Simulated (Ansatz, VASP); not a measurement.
SnTe3As in VASP and in Ansatz

```
Sn Te As
1.0
     5.46696    0.00000    0.00000
     0.00000    5.46696    0.00000
     0.00000    0.00000    5.46696
Sn Te As
1 3 1
Direct
  0.00000 0.00000 0.00000
  0.00000 0.50000 0.50000
  0.50000 0.00000 0.50000
  0.50000 0.50000 0.00000
  0.50000 0.50000 0.50000
```

Change from the starting cell: species swapped into the DyBRh3 type (Pm-3m, No. 221).

Alike in both runs: functional PBE; k mesh 8 × 8 × 8; occupations gaussian, width 0.1 eV; no spin polarisation.

Ansatz relaxed the structure, and its values are those at the end. VASP's run is a single point on that final structure, the one shown.

|  | VASP | Ansatz |
| --- | --- | --- |
| version | VASP 6.6.1 | Ansatz 0.2.0 |
| potentials or method | VASP PAW PBE potentials, release 64 (Sn_d, Te, As), cutoff 520 eV | scalar-relativistic, plane waves, PAW |
| valence electrons in the cell | 37 | 77 |

|  | VASP | Ansatz | Ansatz less VASP |
| --- | --- | --- | --- |
| gap on the k mesh at the Fermi level (eV) | none | none | - |
| pressure (GPa) | 0.0 | 0.0 | -0.02 |

A gap of «none» marks a metal or a gap that the smearing closes. VASP's potentials hold 37 valence electrons a cell and Ansatz's 77, so a difference there can come from the potentials and not from the codes.

Spin-orbit coupling is off throughout.
